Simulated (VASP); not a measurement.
Runs of VASP 6.6.1 on F. The structure is that of space group Fm-3m (No. 225), or close to it. The cells are those of the table. 

```csv
cell,gap on the mesh (eV),pressure (GPa)
"a = 1.748 Å, angles 60.0°, 1 atom",none,562.0
"a = 1.869 Å, angles 60.0°, 1 atom",none,(b)
"a = 1.976 Å, angles 60.0°, 1 atom",none,(a)
"a = 2.073 Å, angles 60.0°, 1 atom",none,60.2
"a = 2.161 Å, angles 60.0°, 1 atom",none,24.3
```

Alike in all rows: task single point; level LDA; potentials or basis VASP PAW LDA potentials, release 64 (F); no spin polarisation; k mesh 17 × 17 × 17; cutoff (eV) 520; smearing fermi-dirac 0.05 eV.

Fill in the values left out.

(a) 129.1; (b) 266.9.

Caveats: an odd number of electrons without spin polarisation forces a metal; a magnetic or distorted state may lie lower.

A gap of «none» marks levels without a gap at the run's occupations.
